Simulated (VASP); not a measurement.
# ZnTe3O in VASP: a series of runs, part 2 of 2

VASP 6.6.1. Earlier steps stand in the parts before.

## Step 3: Relaxation of cell and atoms, PBE

File INCAR:

```
ALGO = Normal
EDIFF = 1E-6
EDIFFG = -0.01
ENCUT = 600
GGA = PE
IBRION = 2
ISIF = 3
ISMEAR = 0
LASPH = T
LCHARG = F
LREAL = F
LWAVE = F
NELM = 80
NSW = 100
PREC = Accurate
SIGMA = 0.1
```

File KPOINTS:

```
k-points
0
Gamma
  6 6 10
```

File POSCAR:

```
ZnTe3O
1.0
    6.3817570940      0.0000000000      0.0000000000
   -3.1908785470      5.5267637642      0.0000000000
    0.0000000000      0.0000000000      3.5315892229
Zn Te O
1 3 1
Direct
    0.0000000000      0.0000000000      0.0000000000
    0.5000000000      0.5000000000      0.5000000000
    0.0000000000      0.5000000000      0.5000000000
    0.5000000000      0.0000000000      0.5000000000
    0.0000000000      0.0000000000      0.5000000000
```

Potentials or basis: VASP PAW PBE potentials, release 64 (Zn, Te, O).

Launch:

```bash
cat potpaw_PBE.64/Zn/POTCAR potpaw_PBE.64/Te/POTCAR potpaw_PBE.64/O/POTCAR > POTCAR
mpirun -np 1 vasp_std > vasp.out
```

OUTCAR:

```text
EDIFF = 1E-6
   EDIFFG = -0.01
   ENCUT = 600
   GGA = PE
   IBRION = 2
   ISIF = 3
   ISMEAR = 0
   LASPH = T
   LREAL = F
   NELM = 80
   NSW = 100
   PREC = Accurate

 ion  position               nearest neighbor table
   1  0.000  0.000  0.000-   5 1.77   5 1.77
   2  0.500  0.500  0.500-   3 3.19   3 3.19   4 3.19   4 3.19
   3  0.000  0.500  0.500-   2 3.19   2 3.19   4 3.19   4 3.19
   4  0.500  0.000  0.500-   2 3.19   3 3.19   2 3.19   3 3.19
   5  0.000  0.000  0.500-   1 1.77   1 1.77

  LATTYP: Found a hexagonal cell.
 ALAT       =     6.3817570940
 C/A-ratio  =     0.5533882238

  Lattice vectors:

 A1 = (   6.3817570940,   0.0000000000,   0.0000000000)
 A2 = (  -3.1908785470,   5.5267637642,   0.0000000000)
 A3 = (   0.0000000000,   0.0000000000,   3.5315892229)

Analysis of symmetry for initial positions (statically):
=====================================================================
 Subroutine PRICEL returns:
 Original cell was already a primitive cell.

 Routine SETGRP: Setting up the symmetry group for a
 hexagonal supercell.

 Subroutine GETGRP returns: Found 24 space group operations
 (whereof 24 operations were pure point group operations)
 out of a pool of 24 trial point group operations.

The static configuration has the point symmetry D_6h.

Analysis of symmetry for dynamics (positions and initial velocities):
=====================================================================
 Subroutine PRICEL returns:
 Original cell was already a primitive cell.

 Routine SETGRP: Setting up the symmetry group for a
 hexagonal supercell.

 Subroutine GETGRP returns: Found 24 space group operations
 (whereof 24 operations were pure point group operations)
 out of a pool of 24 trial point group operations.

The dynamic configuration has the point symmetry D_6h.

 Subroutine INISYM returns: Found 24 space group operations
 (whereof 24 operations are pure point group operations),
 and found     1 'primitive' translations

----------------------------------------------------------------------------------------

                                     Primitive cell

  volume of cell :     124.5608

  direct lattice vectors                    reciprocal lattice vectors
     6.381757094  0.000000000  0.000000000     0.156696657  0.090468857  0.000000000
    -3.190878547  5.526763764  0.000000000     0.000000000  0.180937714  0.000000000
     0.000000000  0.000000000  3.531589223     0.000000000  0.000000000  0.283158640

  length of vectors
     6.381757094  6.381757094  3.531589223     0.180937714  0.180937714  0.283158640

  position of ions in fractional coordinates (direct lattice)
     0.000000000  0.000000000  0.000000000
     0.500000000  0.500000000  0.500000000
     0.000000000  0.500000000  0.500000000
     0.500000000  0.000000000  0.500000000
     0.000000000  0.000000000  0.500000000

  ion indices of the primitive-cell ions
   primitive index   ion index
                 1           1
                 2           2
                 3           3
                 4           4
                 5           5

----------------------------------------------------------------------------------------

 KPOINTS: k-points
[... 28 lines left out ...]
  0.500000  0.000000  0.000000      3.000000
  0.166667  0.166667  0.000000      6.000000
  0.333333  0.166667  0.000000     12.000000
[... 16 lines left out ...]
  0.166667  0.000000  0.300000     12.000000
  0.333333  0.000000  0.300000     12.000000
 [... further k-points ...]
   k-points           NKPTS =     42   k-points in BZ     NKDIM =     42   number of bands    NBANDS=     22
   number of dos      NEDOS =    301   number of ions     NIONS =      5
   total plane-waves  NPLWV =  81648
   dimension x,y,z NGX =    54 NGY =   54 NGZ =   28
   dimension x,y,z NGXF=   108 NGYF=  108 NGZF=   56
   ions per type =               1   3   1
   NGX,Y,Z   is equivalent  to a cutoff of  14.07, 14.07, 13.18 a.u.
   NGXF,Y,Z  is equivalent  to a cutoff of  28.13, 28.13, 26.36 a.u.
 SYSTEM =  unknown system
   PREC   = accura    normal or accurate (medium, high low for compatibility)
   ISTART =      0    job   : 0-new  1-cont  2-samecut
   ICHARG =      2    charge: 1-file 2-atom 10-const
   ISPIN  =      1    spin polarized calculation?
   LNONCOLLINEAR =      F non collinear calculations
   LSORBIT =      F    spin-orbit coupling
   LASPH  =      T    aspherical Exc in radial PAW
   ENCUT  =  600.0 eV  44.10 Ry    6.64 a.u.  12.75 12.75  7.05*2*pi/ulx,y,z
   NELM   =     80;   NELMIN=  2; NELMDL= -5     # of ELM steps
   EDIFF  = 0.1E-05   stopping-criterion for ELM
   LREAL  =      F    real-space projection
   EDIFFG = -.1E-01   stopping-criterion for IOM
   NSW    =    100    number of steps for IOM
   IBRION =      2    ionic relax: 0-MD 1-quasi-New 2-CG
   NFREE  =      1    steps in history (QN), initial steepest desc. (CG)
   ISIF   =      3    stress and relaxation
   ISYM   =      2    0-nonsym 1-usesym 2-fastsym
   POTIM  = 0.5000    time-step for ionic-motion
   TEBEG  =    0.0;   TEEND  =   0.0 temperature during run
   PSTRESS=    0.0 pullay stress
   NELECT =      36.0000    total number of electrons
   NUPDOWN=      -1.0000    fix difference up-down
   EMIN   =  10.00;   EMAX   =-10.00  energy-range for DOS
   EFERMI =   0.00;   METHOD = LEGACY
   ISMEAR =     0;   SIGMA  =   0.10  broadening in eV -4-tet -1-fermi 0-gaus
   EFERMI_NEDOS =   21; number of points for ismear=-14 and -15
   IALGO  =     38    algorithm
   IMIX   =      4    mixing-type and parameters
     AMIX     =   0.40;   BMIX     =  1.00
     AMIX_MAG =   1.60;   BMIX_MAG =  1.00
  volume/ion in A,a.u.               =      24.91       168.12
  Fermi-wavevector in a.u.,A,eV,Ry     =   1.082385  2.045412 15.940013  1.171558
  Thomas-Fermi vector in A             =   2.218425
   LORBIT       =      0    0 simple, 1 ext, 2 COOP (PROOUT), +10 PAW based schemes
   GGA     = PE    functional components
   LHFCALC =     F    Hartree Fock is set to
   AEXX    =    0.0000 exact exchange contribution
   IVDW    =     0    specifies the selected vdW correction
   LEPSILON=     F    determine dielectric tensor
   LRPA    =     F    only Hartree local field effects (RPA)
 conjugate gradient relaxation of ions
 non-spin polarized calculation
 Gauss-broadening in eV      SIGMA  =   0.10
  energy-cutoff  :      600.00
  volume of cell :      124.56
 maximum number of plane-waves:      4182
 NGX is ok and might be reduce to    54
   NGX = 25   NGY = 25   NGZ = 15

--------------------------------------- Ionic step        1  -------------------------------------------

 number of electron      36.0000003 magnetization

 Free energy of the ion-electron system (eV)
  ---------------------------------------------------
  ext. energy  EPLUGINS =         0.00000000
  ---------------------------------------------------
  free energy    TOTEN  =       -15.96580348 eV

  energy without entropy =      -15.94789243  energy(sigma->0) =      -15.95684795

------------------------ aborting loop because EDIFF is reached ----------------------------------------

  FORCE on cell =-STRESS in cart. coord.  units (eV):
  Direction    XX          YY          ZZ          XY          YZ          ZX
  --------------------------------------------------------------------------------------
  -------------------------------------------------------------------------------------
  Total        0.5599693      0.5599693     -0.6651509      0.0000000      0.0000000      0.0000000
  in kB        7.2026684      7.2026684     -8.5555797      0.0000000      0.0000000      0.0000000
  external PRESSURE =       1.9499190 kB  Pullay stress =       0.0000000 kB
[... 104 lines left out ...]
--------------------------------------- Ionic step        4  -------------------------------------------

 number of electron      36.0000009 magnetization

 E-fermi :   5.0010     XC(G=0):  -9.5326

 val. band max:        4.9984108917   @ k =   0.0000   0.0000   0.2000
 cond. band min:       5.1001370761   @ k =   0.1667   0.1667   0.2000
 fundamental gap:      0.1017261844
 Fermi energy:         5.0009596449

 k-point     1 :       0.0000    0.0000    0.0000
  band No.  band energies     occupation
      1     -13.5222      2.00000
      2      -7.7114      2.00000
      3      -5.3619      2.00000
      4      -5.3619      2.00000
      5      -1.7978      2.00000
      6      -1.7978      2.00000
[... 629 lines left out ...]
--------------------------------------- Ionic step        5  -------------------------------------------

 number of electron      36.0000008 magnetization

 Free energy of the ion-electron system (eV)
  ---------------------------------------------------
  ext. energy  EPLUGINS =         0.00000000
  ---------------------------------------------------
  free energy    TOTEN  =       -15.97619442 eV

  energy without entropy =      -15.95888817  energy(sigma->0) =      -15.96754129

 E-fermi :   5.0363     XC(G=0):  -9.5463

 val. band max:        5.0337989411   @ k =   0.0000   0.0000   0.2000
 cond. band min:       5.1364553991   @ k =   0.1667   0.1667   0.2000
 fundamental gap:      0.1026564580
 Fermi energy:         5.0362621979

 k-point     1 :       0.0000    0.0000    0.0000
  band No.  band energies     occupation
      1     -13.5059      2.00000
      2      -7.6955      2.00000
      3      -5.3322      2.00000
      4      -5.3322      2.00000
      5      -1.7667      2.00000
      6      -1.7667      2.00000
[... 623 lines left out ...]
  FREE ENERGIE OF THE ION-ELECTRON SYSTEM (eV)
  ---------------------------------------------------
  free  energy   TOTEN  =       -15.9761944164 eV

  energy  without entropy=      -15.9588881652  energy(sigma->0) =      -15.96754129

 reached required accuracy - stopping structural energy minimisation
```

OSZICAR:

```text
N       E                     dE             d eps       ncg     rms          rms(c)
DAV:   1     0.255796238417E+03    0.25580E+03   -0.17039E+04  1848   0.173E+03
DAV:   2     0.115198846355E+02   -0.24428E+03   -0.23699E+03  2060   0.344E+02
DAV:   3    -0.179892405600E+02   -0.29509E+02   -0.28868E+02  2314   0.114E+02
DAV:   4    -0.188745681539E+02   -0.88533E+00   -0.87937E+00  2030   0.202E+01
[... 46 lines left out ...]
DAV:   2    -0.159767780631E+02    0.20195E-02   -0.15543E-02  2552   0.210E+00    0.176E-01
DAV:   3    -0.159763264113E+02    0.45165E-03   -0.18457E-03  2854   0.338E-01    0.918E-02
DAV:   4    -0.159762125712E+02    0.11384E-03   -0.29790E-04  1992   0.109E-01    0.384E-02
DAV:   5    -0.159761953738E+02    0.17197E-04   -0.28924E-05  2448   0.489E-02    0.347E-02
DAV:   6    -0.159761944164E+02    0.95734E-06   -0.44733E-06  2066   0.184E-02
   5 F= -.15976194E+02 E0= -.15967541E+02  d E =-.448852E-03
```

CONTCAR:

```text
ZnTe3O
   1.00000000000000
     6.4487599020287361    0.0000000000000000   -0.0000000000000000
    -3.2243799510143680    5.5847898980782338   -0.0000000000000000
    -0.0000000000000000    0.0000000000000000    3.4987122556101173
  Zn              Te              O
     1     3     1
Direct
     0.0000000000000000    0.0000000000000000    0.0000000000000000
     0.5000000000000000    0.5000000000000000    0.5000000000000000
     0.0000000000000000    0.5000000000000000    0.5000000000000000
     0.5000000000000000    0.0000000000000000    0.5000000000000000
     0.0000000000000000    0.0000000000000000    0.5000000000000000

  0.00000000E+00  0.00000000E+00  0.00000000E+00
  0.00000000E+00  0.00000000E+00  0.00000000E+00
  0.00000000E+00  0.00000000E+00  0.00000000E+00
  0.00000000E+00  0.00000000E+00  0.00000000E+00
  0.00000000E+00  0.00000000E+00  0.00000000E+00
```

Wall time 8.7 min (1 thread of Intel Xeon Platinum 8259CL at 2.50GHz (Skylake/Cascade Lake), shared host); peak memory 0.39 GiB.

What came out:

| Property | Result |
| --- | --- |
| Free energy | -15.9762 eV |
| Relaxed volume | 25.20 Å³/atom |
| Relaxed cell | a = 6.449 Å, b = 6.449 Å, c = 3.499 Å, α = 90.00°, β = 90.00°, γ = 120.00° |
| Space group after relaxing (to 0.1 Å) | P6/mmm (No. 191) |
| Energy gained by relaxing | 2.1 meV/atom |
| Ionic steps | 5 |
| Pressure after relaxing | 0.0 GPa |
| Band gap on the k mesh | zero (bands 18 and 19 overlap by 2.49 eV) |

Step by step:
```
step  energy change (eV)  largest force (eV/Å)  pressure (GPa)  volume (Å³)
   1              0.0000                0.0000            0.19       124.56
   2             -0.0082                0.0000            0.23       125.10
   3             -0.0099                0.0000            0.27       125.45
   4             -0.0102                0.0000           -0.16       126.39
   5             -0.0104                0.0000            0.01       126.01
```

Final structure:
```cif
data_structure
_symmetry_space_group_name_H-M 'P 1'
_symmetry_Int_Tables_number 1
_cell_length_a 6.4488
_cell_length_b 6.4488
_cell_length_c 3.4987
_cell_angle_alpha 90.000
_cell_angle_beta 90.000
_cell_angle_gamma 120.000
_cell_volume 126.01
loop_
_atom_site_label
_atom_site_type_symbol
_atom_site_fract_x
_atom_site_fract_y
_atom_site_fract_z
_atom_site_occupancy
Zn1 Zn 0.00000 0.00000 0.00000 1
Te1 Te 0.50000 0.50000 0.50000 1
Te2 Te 0.00000 0.50000 0.50000 1
Te3 Te 0.50000 0.00000 0.50000 1
O1 O 0.00000 0.00000 0.50000 1
```

Levels at points of the mesh, in eV from the Fermi level:
```
           k point  band 15  band 16  band 17  band 18  band 19  band 20  band 21  band 22
(0.00, 0.00, 0.00)    -1.45     0.19     1.20     1.33     2.04     2.04     2.56     2.56
(0.50, 0.00, 0.00)    -1.83    -1.68    -0.54     0.66     1.26     2.01     2.17     2.55
(0.00, 0.00, 0.50)    -2.62    -2.62    -0.61    -0.61     2.17     2.19     2.19     2.79
(0.50, 0.00, 0.50)    -2.33    -1.68    -0.94    -0.92    -0.76     0.27     2.95     3.44
```

Caveat: spin-orbit coupling is left out, which moves the levels of the heavy elements.

## Step 4: Relaxation of cell and atoms, PBE

This run uses another cell than the first one, of 25.13 Å³/atom.

File INCAR:

```
SYSTEM = ZnTe3O
PREC = Accurate ; ENCUT = 600
EDIFF = 1E-6 ; ISMEAR = 0
SIGMA = 0.1 ; LREAL = .FALSE.
LASPH = .TRUE. ; NELM = 60
ALGO = Normal ; ISIF = 3
LWAVE = .FALSE. ; LCHARG = .FALSE.
GGA = PE ; IBRION = 2
NSW = 90 ; EDIFFG = -0.04
```

File KPOINTS:

```
Automatic mesh
0
G
  4 4 6
  0 0 0
```

File POSCAR:

```
ZnTe3O
1.0
    3.2524289369     -5.5914691816      0.0000000000
    3.2524289369      5.5914691816      0.0000000000
    0.0000000000      0.0000000000      3.4547990548
Zn Te O
1 3 1
Direct
    0.0000000000      0.0000000000      0.0000000000
    0.0000000000      0.5000000000      0.5000000000
    0.5000000000      0.0000000000      0.5000000000
    0.5000000000      0.5000000000      0.5000000000
    0.0000000000      0.0000000000      0.5000000000
```

Launch:

```bash
cat potpaw_PBE.64/Zn/POTCAR potpaw_PBE.64/Te/POTCAR potpaw_PBE.64/O/POTCAR > POTCAR
mpirun -np 1 vasp_std > vasp.out
```

It took 10 min on 1 thread of Intel Xeon Platinum 8259CL at 2.50GHz (Skylake/Cascade Lake), shared host; peak memory 0.36 GiB.

Results (log left out):

- Free energy: -16.0673 eV
- Relaxed volume: 24.83 Å³/atom
- Relaxed cell: a = 6.344 Å, b = 6.344 Å, c = 3.551 Å, α = 90.00°, β = 90.00°, γ = 119.68°
- Space group after relaxing (to 0.1 Å): P6/mmm (No. 191)
- Energy gained by relaxing: 7.5 meV/atom
- Ionic steps: 10
- Pressure after relaxing: 0.0 GPa
- Band gap on the k mesh: zero (bands 18 and 19 overlap by 2.64 eV)

Stress tensor (GPa, compression positive):
```
-0.10  0.00  0.00
 0.00  0.05  0.00
 0.00  0.00  0.04
```

The path:
```tsv
step	energy change (eV)	largest force (eV/Å)	pressure (GPa)	volume (Å³)
1	0.0000	0.0000	0.55	125.66
2	-0.0170	0.0000	-0.77	127.21
3	-0.0174	0.0000	-0.94	127.39
4	-0.0351	0.0000	-0.47	125.38
5	-0.0368	0.0000	-0.35	124.85
6	-0.0356	0.0000	-0.04	123.78
7	-0.0370	0.0000	-0.23	124.50
8	-0.0370	0.0000	-0.27	124.57
9	-0.0374	0.0000	0.16	123.90
10	-0.0376	0.0000	-0.01	124.15
```

Final structure:
```yaml
crystal:
  lattice:
    - [3.18748, -5.48514, 0.00000]
    - [3.18748, 5.48514, 0.00000]
    - [0.00000, 0.00000, 3.55054]
  atoms:
    - { symbol: Zn, position: [0.00000, 0.00000, 0.00000] }
    - { symbol: Te, position: [0.00000, 0.50000, 0.50000] }
    - { symbol: Te, position: [0.50000, 0.00000, 0.50000] }
    - { symbol: Te, position: [0.50000, 0.50000, 0.50000] }
    - { symbol: O, position: [0.00000, 0.00000, 0.50000] }
```

Levels at points of the mesh, in eV from the Fermi level:
| k point | band 14 | band 15 | band 16 | band 17 | band 18 | band 19 | band 20 | band 21 | band 22 |
| --- | --- | --- | --- | --- | --- | --- | --- | --- | --- |
| (0.00, 0.00, 0.00) | -1.53 | -1.48 | -0.39 | 0.76 | 1.32 | 1.59 | 1.61 | 2.58 | 2.66 |
| (0.50, 0.00, 0.00) | -2.23 | -2.02 | -1.90 | -0.58 | 0.09 | 0.76 | 1.57 | 2.08 | 2.23 |
| (0.50, 0.50, 0.00) | -2.19 | -2.00 | -1.92 | -0.62 | 0.11 | 0.75 | 1.55 | 2.11 | 2.13 |
| (0.00, 0.00, 0.50) | -3.69 | -2.76 | -2.73 | -0.79 | -0.75 | 1.84 | 1.85 | 2.08 | 2.51 |
| (0.50, 0.00, 0.50) | -2.94 | -2.64 | -1.91 | -1.20 | -1.19 | -1.06 | 0.14 | 2.94 | 3.17 |
| (0.50, 0.50, 0.50) | -2.96 | -2.61 | -1.92 | -1.17 | -1.16 | -1.08 | 0.10 | 2.83 | 3.20 |

Caveat: spin-orbit coupling is left out, which moves the levels of the heavy elements.

## Step 5: The runs side by side

| task | cell | k mesh | cutoff (eV) | gap on the mesh (eV) | pressure (GPa) | relaxed volume (Å³/atom) |
| --- | --- | --- | --- | --- | --- | --- |
| single point | a = 6.370, b = 6.370, c = 3.532 Å, angles 90.0, 90.0, 119.7°, 5 atoms | 4 × 4 × 6 | 520 | none | 0.1 | - |
| relaxation of cell and atoms | relaxed from a = 6.382, b = 6.382, c = 3.532 Å, angles 90.0, 90.0, 120.0°, 5 atoms | 6 × 6 × 10 | 600 | none | 0.0 | 25.20 |
| relaxation of cell and atoms | relaxed from a = 6.469, b = 6.469, c = 3.455 Å, angles 90.0, 90.0, 119.6°, 5 atoms | 4 × 4 × 6 | 600 | none | 0.0 | 24.83 |

Alike in all rows: level PBE; potentials or basis VASP PAW PBE potentials, release 64 (Zn, Te, O); no spin polarisation; smearing gaussian 0.1 eV.

Caveats: spin-orbit coupling is left out, which moves the levels of the heavy elements.

Total energies depend on the potentials used, so only differences within one code and one set of settings carry meaning.

The gap in the log of VASP goes by the Fermi energy; the results here count the filled bands.